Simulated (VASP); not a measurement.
WS, 4 atoms in the cell. Symmetry: P6_3/mmc, No. 194, hexagonal system. Conventional cell: a = 3.568 Å, b = 3.568 Å, c = 6.391 Å, α = 90.00°, β = 90.00°, γ = 120.00°. Within 3.4 Å of W (site symmetry -3m) lie 6 S at 2.61 Å and 2 W at 3.20 Å. Within 3.4 Å of S (site symmetry -6m2) lie 6 W at 2.61 Å. 

| Property | Result |
| --- | --- |
| Program | VASP 6.6.1 |
| Task | single point |
| Functional | r2SCAN |
| Potentials or basis | VASP PAW PBE potentials, release 64 (W_sv, S) |
| Cutoff | 520 eV |
| k mesh | 12 × 12 × 6 |
| Occupations | gaussian, width 0.1 eV |
| Spin | no spin polarisation |
| Hubbard terms | W d U = 6.2 eV |
| Dipole correction | no |
| Further INCAR settings | ALGO = Normal; EDIFF = 1e-06; NBANDS = 28 |

Potentials or basis: VASP PAW PBE potentials, release 64 (W_sv, S).

Command:

```sh
$ cat potpaw_PBE.64/W_sv/POTCAR potpaw_PBE.64/S/POTCAR > POTCAR
$ cp INCAR.step1 INCAR
$ mpirun -np 1 vasp_std > vasp.out
$ cp INCAR.step2 INCAR
$ mpirun -np 1 vasp_std > vasp.out
```

Hardware: 1 thread of Intel Xeon 6975P-C, with other jobs on the host.

Task: How long does it take, and how much memory?

Result: Run time: 7.3 min on 1 thread of Intel Xeon 6975P-C, with other jobs on the host, peak memory 0.28 GiB. Counts: k points 76.
